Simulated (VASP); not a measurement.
Set up this calculation in VASP 6.6.1, as the native input.

```
Task                   : single point
Functional             : PBE
Potentials or basis    : VASP PAW PBE potentials, release 64 (Sn_d, O)
Cutoff                 : 520 eV
k mesh                 : 10 × 10 × 8
Occupations            : gaussian, width 0.01 eV
Spin                   : no spin polarisation
Dipole correction      : no
Further INCAR settings : ALGO = Normal; EDIFF = 1e-07; NBANDS = 28
```

The structure of SnO lies in POSCAR:

```
SnO
1.0
    3.7908975680      0.0000000000      0.0000000000
    0.0000000000      3.7908975680      0.0000000000
    0.0000000000      0.0000000000      5.1270350755
Sn O
2 2
Direct
    0.0000000000      0.5000000000      0.2287756820
    0.5000000000      0.0000000000      0.7712243180
    0.5000000000      0.5000000000      0.0000000000
    0.0000000000      0.0000000000      0.0000000000
```

This cell differs from its parent crystal: biaxial strain in the a-b plane: -2.0 %.

The input as run:

INCAR

```
PREC = Accurate
ENCUT = 520
EDIFF = 1E-7
ISMEAR = 0
SIGMA = 0.01
LREAL = F
LASPH = T
NELM = 80
ALGO = Normal
ISIF = 2
LWAVE = F
LCHARG = F
GGA = PE
NBANDS = 28
```

KPOINTS

```
regular mesh
0
Gamma
  10 10 8
```

Potentials or basis: VASP PAW PBE potentials, release 64 (Sn_d, O).

Command:

```console
$ cat potpaw_PBE.64/Sn_d/POTCAR potpaw_PBE.64/O/POTCAR > POTCAR
$ mpirun -np 1 vasp_std > vasp.out
```

It gave:

The pressure is 3.2 GPa. The largest force is 0.305 eV/Å and the band gap on the k mesh is 0.32 eV (least direct gap 1.96 eV).

Caveat: the cell differs from its parent crystal (biaxial strain in the a-b plane: -2.0 %); the cell stands under pressure; spin-orbit coupling is left out, which moves the levels of the heavy elements.

Wall time 68 s on 1 thread of Intel(R) Xeon(R) 6975P-C (Granite Rapids) (shared host), peak memory 0.29 GiB.
